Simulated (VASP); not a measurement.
Set up this calculation in VASP 6.6.1, as the native input.

```yaml
Task: single point
Functional: PBE
Potentials_or_basis: VASP PAW PBE potentials, release 64 (Be, H)
Cutoff: 520 eV
k_mesh: 18 × 18 × 8
Occupations: gaussian, width 0.1 eV
Spin: no spin polarisation
Dipole_correction: no
Further_INCAR_settings: ALGO = Normal; EDIFF = 1e-06; NBANDS = 12
```

The structure of Be2H3 lies in POSCAR:

```
Be2H3
1.0
    2.4747254567      0.0000000000      0.0000000000
   -1.2373627283      2.1431751129      0.0000000000
    0.0000000000      0.0000000000      5.6852857600
Be H
2 3
Direct
    0.3333333333      0.6666666667      0.1925709086
    0.6666666667      0.3333333333      0.8074290914
    0.0000000000      0.0000000000      0.0000000000
    0.3333333333      0.6666666667      0.6818512139
    0.6666666667      0.3333333333      0.3181487861
```

These files were run (other wordings do the same):

INCAR

```
SYSTEM = Be2H3
PREC = Accurate ; ENCUT = 520
EDIFF = 1E-6 ; ISMEAR = 0
SIGMA = 0.1 ; LREAL = .FALSE.
LASPH = .TRUE. ; NELM = 60
ALGO = Normal ; ISIF = 2
LWAVE = .FALSE. ; LCHARG = .TRUE.
GGA = PE ; LELF = .TRUE.
LVHAR = .TRUE. ; NBANDS = 12
```

KPOINTS

```
regular mesh
0
G
  18 18 8
  0 0 0
```

Potentials or basis: VASP PAW PBE potentials, release 64 (Be, H).

The run is started by

```sh
$ cat potpaw_PBE.64/Be/POTCAR potpaw_PBE.64/H/POTCAR > POTCAR
$ mpirun -np 1 vasp_std > vasp.out
```

It gave:

- Pressure: -0.1 GPa
- Largest force: 0.006 eV/Å
- Band gap on the k mesh: zero (an odd number of electrons rules out a gap without spin polarisation)

Wall time 42 s on 1 thread of Intel(R) Xeon(R) Platinum 8488C (Sapphire Rapids), on a shared host, peak memory 0.19 GiB.
